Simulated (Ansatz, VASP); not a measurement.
# Two plane-wave programs on Na2S

Contents of INCAR:

```
SYSTEM = Na2S
PREC = Accurate
ENCUT = 500
EDIFF = 1E-7
ISMEAR = 0
SIGMA = 0.02
LREAL = .FALSE.
LASPH = .TRUE.
NELM = 120
ALGO = Normal
ISIF = 3
LWAVE = .FALSE.
LCHARG = .FALSE.
GGA = PE
IBRION = 2
NSW = 100
EDIFFG = -0.005
GGA_COMPAT = .FALSE.
NELMIN = 4
```

Contents of KPOINTS:

```
Automatic mesh
0
G
  6 6 6
  0 0 0
```

File POSCAR:

```
Na2S
1.0
    0.0000000000      3.2630000000      3.2630000000
    3.2630000000      0.0000000000      3.2630000000
    3.2630000000      3.2630000000      0.0000000000
Na S
2 1
Direct
    0.2500000000      0.2500000000      0.2500000000
    0.7500000000      0.7500000000      0.7500000000
    0.0000000000      0.0000000000      0.0000000000
```

Input for Ansatz:

```yaml
crystal:
  lattice:
    - [0.0, 3.263, 3.263]
    - [3.263, 0.0, 3.263]
    - [3.263, 3.263, 0.0]
  atoms:
    - { symbol: Na, position: [0.25, 0.25, 0.25] }
    - { symbol: Na, position: [0.75, 0.75, 0.75] }
    - { symbol: S, position: [0.0, 0.0, 0.0] }
basis:
  ecutwfc: 420
kpoints:
  mp_grid: { grid: [6, 6, 6] }
hamiltonian:
  xc: pbe
scf:
  occupations: { method: gaussian, width: 0.02 }
output:
  forces: true
  stress: true
  eigenvalues: true
  write_density: true
  write_potential: true
  elf: true
  volumetric_format: npy
relax:
  adjacent_minimum: "off"
  f_tol: 0.005
  max_steps: 80
  cell: { stress_tol: 0.05 }
```

Alike in both runs: task relaxation of cell and atoms; functional PBE; k mesh 6 × 6 × 6; occupations gaussian, width 0.02 eV; no spin polarisation.

|  | VASP | Ansatz |
| --- | --- | --- |
| version | VASP 6.6.1 | Ansatz 0.2.0 |
| potentials or method | VASP PAW PBE potentials, release 64 (Na_pv, S), cutoff 500 eV | scalar-relativistic, plane waves, PAW |
| valence electrons in the cell | 20 | 24 |

```tsv
	VASP	Ansatz	Ansatz less VASP
gap on the k mesh at the Fermi level, each at its own relaxed structure (eV)	2.44	2.45	+0.004
relaxed volume (Å³/atom)	23.62	23.61	-0.011
relaxed cell length with the largest relative difference (Å)	4.645	4.644	-0.0007
```

VASP's potentials hold 20 valence electrons a cell and Ansatz's 24, so a difference there can come from the potentials and not from the codes.
